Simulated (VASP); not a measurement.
Runs of VASP 6.6.1 on C. The structure is that of space group Fd-3m (No. 227), or close to it. The cells are those of the table. 

```tsv
cell	gap on the mesh (eV)	pressure (GPa)
a = 2.453 Å, angles 60.0°, 2 atoms	4.35	45.5
a = 2.555 Å, angles 60.0°, 2 atoms	4.09	-13.7
a = 2.588 Å, angles 60.0°, 2 atoms	4.01	(b)
a = 2.488 Å, angles 60.0°, 2 atoms	(a)	(c)
```

Alike in all rows: task single point; level PBE; potentials or basis VASP PAW PBE potentials, release 64 (C); no spin polarisation; k mesh 10 × 10 × 10; cutoff (eV) 520; smearing gaussian 0.01 eV.

Problem. Estimate the missing entries.

Solution. (a) 4.26; (b) -27.1; (c) 22.0.

A k mesh can miss the band edges.
